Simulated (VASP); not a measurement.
CdS (Hawleyite), 2 atoms in the cell. The structure is cubic, space group F-43m (No. 216). Conventional cell: a = 5.833 Å, b = 5.833 Å, c = 5.833 Å, α = 90.00°, β = 90.00°, γ = 90.00°. Cd (site symmetry -43m) has 4 S at 2.53 Å within 3.3 Å. S (site symmetry -43m) has 4 Cd at 2.53 Å within 3.3 Å. 

| Quantity | Value |
| --- | --- |
| Program | VASP 6.6.1 |
| Task | single point |
| Functional | PBE |
| Potentials or basis | VASP PAW PBE potentials, release 64 (Cd, S) |
| Cutoff | 520 eV |
| k mesh | 3 × 3 × 3 |
| Occupations | fermi-dirac, width 0.03 eV |
| Spin | no spin polarisation |
| Dipole correction | no |
| Further INCAR settings | ALGO = Normal; EDIFF = 1e-07; NBANDS = 16 |

Potentials or basis: VASP PAW PBE potentials, release 64 (Cd, S).

Command:

```console
$ cat potpaw_PBE.64/Cd/POTCAR potpaw_PBE.64/S/POTCAR > POTCAR
$ mpirun -np 1 vasp_std > vasp.out
```

Hardware: 1 thread of Intel(R) Xeon(R) Platinum 8259CL CPU @ 2.50GHz (Skylake/Cascade Lake), on a shared host.

Task: How long does it take, and how much memory?

Result: Wall time 5.9 s on 1 thread of Intel(R) Xeon(R) Platinum 8259CL CPU @ 2.50GHz (Skylake/Cascade Lake), with other jobs on the host, peak memory 0.17 GiB. Counts: scf iterations 15, k points 4.
